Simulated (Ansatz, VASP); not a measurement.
V: VASP beside Ansatz

Contents of INCAR:

```
  PREC = Accurate
  ENCUT = 520
  EDIFF = 1E-8
  ISMEAR = -1
  SIGMA = 0.03
  LREAL = False
  LASPH = True
  NELM = 150
  ALGO = Normal
  ISIF = 2
  LWAVE = False
  LCHARG = False
  ISPIN = 2
  MAGMOM = 1.5
  LORBIT = 11
  LMAXMIX = 4
  GGA = PS
  LEFG = True
  NBANDS = 16
```

KPOINTS

```
Automatic mesh
0
Gamma
  19 19 19
```

Contents of POSCAR:

```
V
1.0
   -1.5180266150      1.5180266150      1.5180266150
    1.5180266150     -1.5180266150      1.5180266150
    1.5180266150      1.5180266150     -1.5180266150
V
1
Direct
    0.0000000000      0.0000000000      0.0000000000
```

Input for Ansatz:

```yaml
crystal:
  lattice:
    - [-1.518026615, 1.518026615, 1.518026615]
    - [1.518026615, -1.518026615, 1.518026615]
    - [1.518026615, 1.518026615, -1.518026615]
  atoms:
    - { symbol: V, position: [0.0, 0.0, 0.0], spin: 1.5 }
magnetization:
  spin_polarized: true
kpoints:
  mp_grid: { grid: [19, 19, 19] }
scf:
  occupations: { method: fermi_dirac, width: 0.03 }
hamiltonian:
  xc: pbesol
  pseudopotentials: { kind: paw }
output:
  forces: true
  stress: true
  eigenvalues: true
  efg: { contact_densities: true }
  write_density: true
  write_potential: true
  elf: true
  volumetric_format: npy
```

Change from the starting cell: volume scaled by 1.01, PAW files.

Alike in both runs: task electric field gradients; functional PBEsol; k mesh 19 × 19 × 19; occupations fermi-dirac, width 0.03 eV; collinear spin.

|  | VASP | Ansatz |
| --- | --- | --- |
| version | VASP 6.6.1 | Ansatz 0.2.0 |
| potentials or method | VASP PAW PBE potentials, release 64 (V_sv) | PAW with Ansatz's default frozen-core files, scalar-relativistic |
| plane-wave cutoff (eV) | 520 | 420 |
| valence electrons in the cell | 13 | 13 |

```tsv
	VASP	Ansatz	Ansatz less VASP
pressure (GPa)	-13.1	-13.3	-0.17
net moment per atom (μB)	0.00	0.00	0.000
```

VASP's potentials were made for PBE, not for PBEsol. With one functional, cell and mesh, what is left measures potentials, basis and numerics. Ansatz's warnings: seeded moment not kept.
